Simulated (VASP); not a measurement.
RbCl:

```xyz
2
Lattice="0.0000 3.3481 3.3481 3.3481 0.0000 3.3481 3.3481 3.3481 0.0000" Properties=species:S:1:pos:R:3 pbc="T T T"
Rb    0.0000    0.0000    0.0000
Cl    3.3481    3.3481    3.3481
```

| Item | Value |
| --- | --- |
| Program | VASP 6.6.1 |
| Task | relaxation of cell and atoms |
| Functional | r2SCAN |
| Potentials or basis | VASP PAW PBE potentials, release 64 (Rb_sv, Cl) |
| Cutoff | 550 eV |
| k mesh | 6 × 6 × 6 |
| Occupations | fermi-dirac, width 0.02 eV |
| Spin | no spin polarisation |

At the start: pressure -0.6 GPa; volume 37.53 Å³/atom.

**Question.** Where does the relaxation end?

**Answer.** Over 3 steps the energy falls by 2.4 meV/atom and the volume is 36.25 Å³/atom (-3.4 %); space group Fm-3m (No. 225, to 0.05 Å).

Step by step:
```tsv
step	energy change (eV)	largest force (eV/Å)	pressure (GPa)	volume (Å³)
1	0.0000	0.0000	-0.55	75.07
2	-0.0037	0.0000	-0.28	73.66
3	-0.0048	0.0000	-0.02	72.51
```

Final structure:
```xyz
2
Lattice="0.0000 3.3096 3.3096 3.3096 0.0000 3.3096 3.3096 3.3096 0.0000" Properties=species:S:1:pos:R:3 pbc="T T T"
Rb    0.0000    0.0000    0.0000
Cl    3.3096    3.3096    3.3096
```

Caveat: the PAW data sets were made with another functional, which shifts forces and pressure a little.
